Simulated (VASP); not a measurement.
Write the native input for VASP 6.6.1 that does the following.

- Task: single point
- Functional: PBE
- Potentials or basis: VASP PAW PBE potentials, release 64 (Si, S)
- Cutoff: 520 eV
- k mesh: 6 × 6 × 4
- Occupations: gaussian, width 0.1 eV
- Spin: no spin polarisation
- Dipole correction: no
- Further INCAR settings: ALGO = Normal; EDIFF = 1e-06; NBANDS = 22

The structure of Si5S lies in POSCAR:

```
Si5S
1.0
    5.4225391100      0.0000000000      0.0000000000
   -2.7112695600      4.6960566300      0.0000000000
    0.0000000000      0.0000000000      4.2136386400
Si S
5 1
Direct
    0.3333333300      0.6666666700      0.0000000000
    0.6666666700      0.3333333300      0.0000000000
    0.5000000000      0.0000000000      0.5000000000
    0.5000000000      0.5000000000      0.5000000000
    0.0000000000      0.5000000000      0.5000000000
    0.0000000000      0.0000000000      0.0000000000
```

The input as run:

INCAR

```
SYSTEM = Si5S
ALGO     = Normal         ! electronic algorithm
EDIFF    = 1E-6           ! SCF threshold, eV
ENCUT    = 520            ! plane-wave cutoff, eV
GGA      = PE             ! functional
ISIF     = 2              ! what is computed and relaxed
ISMEAR   = 0              ! smearing method
LASPH    = .True.         ! aspherical terms in the spheres
LCHARG   = .False.        ! write CHGCAR
LREAL    = .False.        ! projectors in reciprocal space
LWAVE    = .False.        ! write WAVECAR
NBANDS   = 22             ! bands
NELM     = 60             ! most SCF steps
PREC     = Accurate       ! precision mode
SIGMA    = 0.1            ! smearing width, eV
```

KPOINTS

```
k-points
0
Gamma
  6 6 4
  0 0 0
```

Potentials or basis: VASP PAW PBE potentials, release 64 (Si, S).

Launch:

```sh
$ cat potpaw_PBE.64/Si/POTCAR potpaw_PBE.64/S/POTCAR > POTCAR
$ mpirun -np 1 vasp_std > vasp.out
```

Results of the run:

```
Pressure               : -5.5 GPa
Band gap on the k mesh : zero (band 13 reaches 8.07 eV, above the bottom of band 14 at 4.99 eV)
```

Caveat: the k points lie up to 0.37 Å⁻¹ apart.

Run time: 55 s on 1 thread of Intel Xeon 6975P-C (shared host), peak memory 0.22 GiB.
